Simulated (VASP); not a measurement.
Input of a VASP 6.6.1 run:

INCAR

```
ALGO = Normal ; EDIFF = 1E-6
ENCUT = 520 ; GGA = PE
ISIF = 2 ; ISMEAR = 0
LASPH = True ; LCHARG = False
LREAL = False ; LWAVE = False
NBANDS = 14 ; NELM = 60
PREC = Accurate ; SIGMA = 0.15
```

File KPOINTS:

```
k-points
0
Gamma
  18 18 18
```

The input POSCAR:

```
HfN
1.0
    0.0000000000      2.2590000000      2.2590000000
    2.2590000000      0.0000000000      2.2590000000
    2.2590000000      2.2590000000      0.0000000000
Hf N
1 1
Direct
    0.0000000000      0.0000000000      0.0000000000
    0.4295710377      0.5000000000      0.5000000000
```

Potentials or basis: VASP PAW PBE potentials, release 64 (Hf_pv, N).

Launch:

```console
$ cat potpaw_PBE.64/Hf_pv/POTCAR potpaw_PBE.64/N/POTCAR > POTCAR
$ mpirun -np 1 vasp_std > vasp.out
```

What does it give for the pressure?

9.8 GPa.

Estimate the largest force.

2.625 eV/Å.

Forces in eV/Å, atoms in the order of the input:
```
Hf   0.000 -1.856 -1.856
N    0.000  1.856  1.856
```

Caveat: the cell differs from its parent crystal (all N atoms moved +0.225 Å, as atom 2 towards its neighbour atom 2 (N) at 3.195 Å); forces of over 1 eV/Å act on the atoms, so gaps and moduli don't describe the material at rest.
